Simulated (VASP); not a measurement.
# LiCl (I4mm) in VASP: single point with PBE

Aim: the single point of LiCl with PBE.

Program: VASP 6.6.1. These are calculated values, not measurements. Logs are shortened: lines on timing, memory, paths and dates and some standing lists are left out, and cuts for length are marked.

## Step 1: The cell of the first run

It takes space group I4mm (No. 107, tetragonal). Conventional cell: a = 3.627 Å, b = 3.627 Å, c = 5.130 Å, α = 90.00°, β = 90.00°, γ = 90.00°. Within 3.2 Å of Li (site symmetry 4mm) lie 6 Cl at 2.41 to 2.71 Å. Within 3.2 Å of Cl (site symmetry 4mm) lie 6 Li at 2.41 to 2.71 Å.

## Step 2: Single point, PBE (one atom moved)

Input file INCAR:

```
  PREC = Accurate
  ENCUT = 750
  EDIFF = 1E-6
  ISMEAR = 0
  SIGMA = 0.02
  LREAL = F
  LASPH = T
  NELM = 120
  ALGO = Normal
  ISIF = 2
  LWAVE = F
  LCHARG = F
  GGA = PE
  NBANDS = 12
  GGA_COMPAT = F
```

Input file KPOINTS:

```
Automatic mesh
0
Gamma
  8 8 8
```

Input file POSCAR:

```
LiCl
1.0
    0.0000000000      2.5647600000      2.5647600000
    2.5647600000      0.0000000000      2.5647600000
    2.5647600000      2.5647600000      0.0000000000
Li Cl
1 1
Direct
    0.0000000000      0.0000000000      0.0000000000
    0.5292425022      0.5292425022      0.4707574978
```

Potentials or basis: VASP PAW PBE potentials, release 64 (Li_sv, Cl).

Run with:

```
$ cat potpaw_PBE.64/Li_sv/POTCAR potpaw_PBE.64/Cl/POTCAR > POTCAR
$ mpirun -np 1 vasp_std > vasp.out
```

OUTCAR:

```text
PREC = Accurate
   ENCUT = 750
   EDIFF = 1E-6
   ISMEAR = 0
   LREAL = F
   LASPH = T
   NELM = 120
   ISIF = 2
   GGA = PE

 ion  position               nearest neighbor table
   1  0.000  0.000  0.000-   2 2.41   2 2.57   2 2.57   2 2.57   2 2.57
   2  0.529  0.529  0.471-   1 2.41   1 2.57   1 2.57   1 2.57   1 2.57

  LATTYP: Found a face centered cubic cell.
 ALAT       =     5.1295200000

  Lattice vectors:

 A1 = (   0.0000000000,   2.5647600000,   2.5647600000)
 A2 = (   2.5647600000,   0.0000000000,   2.5647600000)
 A3 = (   2.5647600000,   2.5647600000,   0.0000000000)

Analysis of symmetry for initial positions (statically):
=====================================================================
 Subroutine PRICEL returns:
 Original cell was already a primitive cell.

 Routine SETGRP: Setting up the symmetry group for a
 face centered cubic supercell.

 Subroutine GETGRP returns: Found  8 space group operations
 (whereof  8 operations were pure point group operations)
 out of a pool of 48 trial point group operations.

The static configuration has the point symmetry C_4v.

Analysis of symmetry for dynamics (positions and initial velocities):
=====================================================================
 Subroutine PRICEL returns:
 Original cell was already a primitive cell.

 Routine SETGRP: Setting up the symmetry group for a
 face centered cubic supercell.

 Subroutine GETGRP returns: Found  8 space group operations
 (whereof  8 operations were pure point group operations)
 out of a pool of 48 trial point group operations.

The dynamic configuration has the point symmetry C_4v.

 Subroutine INISYM returns: Found  8 space group operations
 (whereof  8 operations are pure point group operations),
 and found     1 'primitive' translations

----------------------------------------------------------------------------------------

                                     Primitive cell

  volume of cell :      33.7420

  direct lattice vectors                    reciprocal lattice vectors
     0.000000000  2.564760000  2.564760000    -0.194950015  0.194950015  0.194950015
     2.564760000  0.000000000  2.564760000     0.194950015 -0.194950015  0.194950015
     2.564760000  2.564760000  0.000000000     0.194950015  0.194950015 -0.194950015

  length of vectors
     3.627118376  3.627118376  3.627118376     0.337663331  0.337663331  0.337663331
[... 88 lines left out ...]
   ISYM   =      2    0-nonsym 1-usesym 2-fastsym
   POTIM  = 0.5000    time-step for ionic-motion
   TEBEG  =    0.0;   TEEND  =   0.0 temperature during run
   PSTRESS=    0.0 pullay stress
   NELECT =      10.0000    total number of electrons
   NUPDOWN=      -1.0000    fix difference up-down
   EMIN   =  10.00;   EMAX   =-10.00  energy-range for DOS
   EFERMI =   0.00;   METHOD = LEGACY
   ISMEAR =     0;   SIGMA  =   0.02  broadening in eV -4-tet -1-fermi 0-gaus
   EFERMI_NEDOS =   21; number of points for ismear=-14 and -15
   IALGO  =     38    algorithm
   IMIX   =      4    mixing-type and parameters
     AMIX     =   0.40;   BMIX     =  1.00
     AMIX_MAG =   1.60;   BMIX_MAG =  1.00
  volume/ion in A,a.u.               =      16.87       113.85
  Fermi-wavevector in a.u.,A,eV,Ry     =   1.091486  2.062609 16.209183  1.191341
  Thomas-Fermi vector in A             =   2.227732
   LORBIT       =      0    0 simple, 1 ext, 2 COOP (PROOUT), +10 PAW based schemes
   GGA     = PE    functional components
   LHFCALC =     F    Hartree Fock is set to
   AEXX    =    0.0000 exact exchange contribution
   IVDW    =     0    specifies the selected vdW correction
   LEPSILON=     F    determine dielectric tensor
   LRPA    =     F    only Hartree local field effects (RPA)
 non-spin polarized calculation
 Gauss-broadening in eV      SIGMA  =   0.02
  energy-cutoff  :      750.00
  volume of cell :       33.74
 maximum number of plane-waves:      1591
   NGX = 17   NGY = 17   NGZ = 17

 number of electron      10.0000002 magnetization

 Free energy of the ion-electron system (eV)
  ---------------------------------------------------
  ext. energy  EPLUGINS =         0.00000000
  ---------------------------------------------------
  free energy    TOTEN  =        -7.37517585 eV

  energy without entropy =       -7.37517585  energy(sigma->0) =       -7.37517585

 E-fermi :   0.7650     XC(G=0):  -8.7251

 val. band max:        0.5794537800   @ k =   0.0000   0.0000   0.0000
 cond. band min:       6.9012453615   @ k =   0.0000   0.0000   0.0000
 fundamental gap:      6.3217915815
 Fermi energy:         0.7649886505

 k-point     1 :       0.0000    0.0000    0.0000
  band No.  band energies     occupation
      1     -42.9187      2.00000
      2     -12.8247      2.00000
      3       0.5512      2.00000
      4       0.5795      2.00000
      5       0.5795      2.00000
      6       6.9012      0.00000
      7      12.4011      0.00000
      8      12.4011      0.00000
      9      12.5292      0.00000
     10      14.6549      0.00000
     11      15.2129      0.00000
     12      15.2495      0.00000
[... 331 lines left out ...]
 k-point    24 :       0.5000    0.2500    0.0000
  band No.  band energies     occupation
      1     -42.9155      2.00000
      2     -12.1418      2.00000
      3      -1.9112      2.00000
      4      -0.7202      2.00000
      5      -0.1378      2.00000
      6       8.7303      0.00000
      7      10.2019      0.00000
      8      11.5542      0.00000
      9      11.8696      0.00000
     10      15.0953      0.00000
     11      18.1889      0.00000
     12      19.0845      0.00000

 [... further k-points ...]

------------------------ aborting loop because EDIFF is reached ----------------------------------------

  FORCE on cell =-STRESS in cart. coord.  units (eV):
  Direction    XX          YY          ZZ          XY          YZ          ZX
  --------------------------------------------------------------------------------------
  -------------------------------------------------------------------------------------
  Total        0.0544735      0.0544735      0.2580848      0.0000000      0.0000000      0.0000000
  in kB        2.5865769      2.5865769     12.2547030      0.0000000      0.0000000      0.0000000
  external PRESSURE =       5.8092856 kB  Pullay stress =       0.0000000 kB

 VOLUME and BASIS-vectors are now :
 -----------------------------------------------------------------------------
  energy-cutoff  :      750.00
  volume of cell :       33.74
      direct lattice vectors                 reciprocal lattice vectors
     0.000000000  2.564760000  2.564760000    -0.194950015  0.194950015  0.194950015
     2.564760000  0.000000000  2.564760000     0.194950015 -0.194950015  0.194950015
     2.564760000  2.564760000  0.000000000     0.194950015  0.194950015 -0.194950015

 POSITION                                       TOTAL-FORCE (eV/Angst)
 -----------------------------------------------------------------------------------
      0.00000      0.00000      0.00000         0.000000      0.000000      0.120651
      2.56476      2.56476      2.71476         0.000000      0.000000     -0.120651
 -----------------------------------------------------------------------------------
    total drift:                               -0.000000     -0.000000     -0.000051

  FREE ENERGIE OF THE ION-ELECTRON SYSTEM (eV)
  ---------------------------------------------------
  free  energy   TOTEN  =        -7.3751758490 eV

  energy  without entropy=       -7.3751758490  energy(sigma->0) =       -7.37517585
```

OSZICAR:

```text
N       E                     dE             d eps       ncg     rms          rms(c)
DAV:   1     0.522761809820E+02    0.52276E+02   -0.50745E+03  1416   0.996E+02
DAV:   2    -0.406984898380E+01   -0.56346E+02   -0.53824E+02  1812   0.167E+02
DAV:   3    -0.732729200190E+01   -0.32574E+01   -0.32435E+01  1836   0.409E+01
DAV:   4    -0.744159629109E+01   -0.11430E+00   -0.11424E+00  2044   0.725E+00
DAV:   5    -0.744284376734E+01   -0.12475E-02   -0.12475E-02  1848   0.739E-01    0.240E+00
DAV:   6    -0.736981984312E+01    0.73024E-01   -0.15916E-01  1828   0.184E+00    0.171E+00
DAV:   7    -0.737097216051E+01   -0.11523E-02   -0.50990E-02  2064   0.122E+00    0.933E-01
DAV:   8    -0.737515136142E+01   -0.41792E-02   -0.69790E-03  1652   0.604E-01    0.166E-01
DAV:   9    -0.737510882708E+01    0.42534E-04   -0.20446E-04  1788   0.104E-01    0.554E-02
DAV:  10    -0.737517845020E+01   -0.69623E-04   -0.11218E-04  1664   0.721E-02    0.439E-02
DAV:  11    -0.737517580287E+01    0.26473E-05   -0.15845E-05  1892   0.237E-02    0.913E-03
DAV:  12    -0.737517584904E+01   -0.46172E-07   -0.48893E-07  1528   0.547E-03
   1 F= -.73751758E+01 E0= -.73751758E+01  d E =-.186089E-41
```

stdout:

```text
POSCAR found type information on POSCAR LiCl
 POSCAR found :  2 types and       2 ions
 scaLAPACK will be used
 LDA part: xc-table for (Slater+PW92), standard interpolation
 POSCAR, INCAR and KPOINTS ok, starting setup
 FFT: planning ... GRIDC
 FFT: planning ... GRID_SOFT
 FFT: planning ... GRID
 WAVECAR not read
 entering main loop
```

Wall time 38 s (1 thread of Intel Xeon 8259CL, shared host); peak memory 0.19 GiB.

What came out:

```yaml
Free_energy: -7.3752 eV
Pressure: 0.6 GPa
Largest_force: 0.121 eV/Å
Band_gap_on_the_k_mesh: 6.32 eV
```

Forces on the atoms (eV/Å):
```
Li   0.000  0.000  0.121
Cl   0.000  0.000 -0.121
```

Stress tensor (GPa, compression positive):
```
0.26 0.00 0.00
0.00 0.26 0.00
0.00 0.00 1.23
```

Caveat: the cell differs from its parent crystal (one atom moved). A k mesh can miss the band edges.
